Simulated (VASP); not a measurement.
Write the native input for VASP 6.6.1 that does the following.

```
Task                   : single point
Functional             : PBE
Potentials or basis    : VASP PAW PBE potentials, release 64 (Li_sv, Y_sv)
Cutoff                 : 520 eV
k mesh                 : 3 × 3 × 3
Occupations            : fermi-dirac, width 0.05 eV
Spin                   : no spin polarisation
Dipole correction      : no
Further INCAR settings : ALGO = Normal; EDIFF = 1e-06; NBANDS = 26
```

The structure of LiY3 lies in POSCAR:

```
LiY3
1.0
    4.9197100000      0.0000000000      0.0000000000
    0.0000000000      4.9197100000      0.0000000000
    0.0000000000      0.0000000000      4.9197100000
Li Y
1 3
Direct
    0.0441200000      0.9808300000      0.9994900000
    0.4810463201      0.5238000000      0.9626300000
    0.4699700000      0.9966800000      0.5034800000
    0.9885600000      0.5416300000      0.4928600000
```

These files were run (other wordings do the same):

INCAR

```
ALGO = Normal ; EDIFF = 1E-6
ENCUT = 520 ; GGA = PE
ISIF = 2 ; ISMEAR = -1
LASPH = T ; LCHARG = F
LREAL = F ; LWAVE = F
NBANDS = 26 ; NELM = 80
PREC = Accurate ; SIGMA = 0.05
```

KPOINTS

```
k-points
0
Gamma
  3 3 3
```

Potentials or basis: VASP PAW PBE potentials, release 64 (Li_sv, Y_sv).

The run is started by

```bash
$ cat potpaw_PBE.64/Li_sv/POTCAR potpaw_PBE.64/Y_sv/POTCAR > POTCAR
$ mpirun -np 1 vasp_std > vasp.out
```

Results of the run:

```
Largest force          : 1.114 eV/Å
Band gap on the k mesh : zero (bands 18 and 19 overlap by 0.27 eV)
```

Caveat: the k points lie up to 0.43 Å⁻¹ apart; forces of over 1 eV/Å act on the atoms, so gaps and moduli don't describe the material at rest.

Wall time 93 s on 1 thread of Intel Xeon 8259CL (shared host), peak memory 0.26 GiB.
